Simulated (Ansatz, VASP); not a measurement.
InAs in VASP and in Ansatz

Contents of INCAR:

```
SYSTEM = InAs
ALGO = Normal ; EDIFF = 1E-6
ENCUT = 520 ; GGA = PE
ISIF = 2 ; ISMEAR = -1
LASPH = .True. ; LCHARG = .False.
LREAL = .False. ; LWAVE = .False.
NBANDS = 16 ; NELM = 60
PREC = Accurate ; SIGMA = 0.02
```

The input KPOINTS:

```
k-points
0
Gamma
  8 8 8
  0 0 0
```

POSCAR

```
InAs
1.0
    0.0000000000      3.0851363778      3.0851363778
    3.0851363778      0.0000000000      3.0851363778
    3.0851363778      3.0851363778      0.0000000000
In As
1 1
Direct
    0.0000000000      0.0000000000      0.0000000000
    0.2500000000      0.2500000000      0.2500000000
```

Input for Ansatz:

```yaml
crystal:
  lattice:
    - [0.0, 3.0851363778, 3.0851363778]
    - [3.0851363778, 0.0, 3.0851363778]
    - [3.0851363778, 3.0851363778, 0.0]
  atoms:
    - { symbol: In, position: [0.0, 0.0, 0.0] }
    - { symbol: As, position: [0.25, 0.25, 0.25] }
kpoints:
  mp_grid: { grid: [8, 8, 8] }
  band_path:
    path:
      - [0.0, 0.0, 0.0]
      - [-0.5, -0.5, 0.0]
      - [-0.375, -0.375, 0.25]
      - [-0.375, 0.0, 0.375]
      - [0.0, 0.0, 0.5]
      - [-0.5, -0.25, 0.25]
    npoints: 1
hamiltonian:
  xc: pbe
scf:
  occupations: { method: fermi_dirac, width: 0.02 }
  n_extra_bands: 4
output:
  forces: true
  stress: true
  eigenvalues: true
```

Change from the starting cell: hydrostatic strain +1.0%.

Alike in both runs: task single point; functional PBE; k mesh 8 × 8 × 8; occupations fermi-dirac, width 0.02 eV; no spin polarisation.

|  | VASP | Ansatz |
| --- | --- | --- |
| version | VASP 6.6.1 | Ansatz 0.2.0 |
| potentials or method | VASP PAW PBE potentials, release 64 (In_d, As) | plane waves, PAW |
| plane-wave cutoff (eV) | 520 | 420 |
| valence electrons in the cell | 18 | 28 |

|  | VASP | Ansatz | Ansatz less VASP |
| --- | --- | --- | --- |
| pressure (GPa) | 0.4 | 0.4 | -0.04 |

The functional is the same, so the differences come from potentials, cutoffs and numerics. VASP's potentials hold 18 valence electrons a cell and Ansatz's 28, so a difference there can come from the potentials and not from the codes.
